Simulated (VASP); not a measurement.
Here is a VASP 6.6.1 calculation.

Contents of INCAR:

```
ALGO     = Fast           # electronic algorithm
EDIFF    = 1E-8           # SCF threshold, eV
ENCUT    = 520            # plane-wave cutoff, eV
GGA      = PE             # functional
IBRION   = 8              # ionic algorithm
ISIF     = 2              # what is computed and relaxed
ISMEAR   = -1             # smearing method
LASPH    = True           # aspherical terms in the spheres
LCHARG   = True           # write CHGCAR
LREAL    = False          # projectors in reciprocal space
LWAVE    = False          # write WAVECAR
NELM     = 80             # most SCF steps
NSW      = 1              # ionic steps
PREC     = Accurate       # precision mode
SIGMA    = 0.15           # smearing width, eV
```

KPOINTS

```
k-points
0
Gamma
  14 14 14
```

POSCAR

```
AlRu
1.0
    2.9859851574      0.0000000000      0.0000000000
    0.0000000000      2.9859851574      0.0000000000
    0.0000000000      0.0000000000      2.9859851574
Al Ru
1 1
Direct
    0.0000000000      0.0000000000      0.0000000000
    0.5000000000      0.5000000000      0.5000000000
```

Potentials or basis: VASP PAW PBE potentials, release 64 (Al, Ru_pv).

Command:

```sh
$ cat potpaw_PBE.64/Al/POTCAR potpaw_PBE.64/Ru_pv/POTCAR > POTCAR
$ mpirun -np 1 vasp_std > vasp.out
```

Problem. Estimate the highest phonon frequency at Γ, LO-TO splitting left out.

Solution. 319 cm⁻¹.

Phonon frequencies in cm⁻¹ (negative: imaginary):
| q point | frequencies |
| --- | --- |
| (0.000, 0.000, 0.000) | 0 0 0 319 319 319 |

Caveat: the cell differs from its parent crystal (phonons at volume x 0.98); the cell wasn't relaxed at this level first, which shifts response properties.
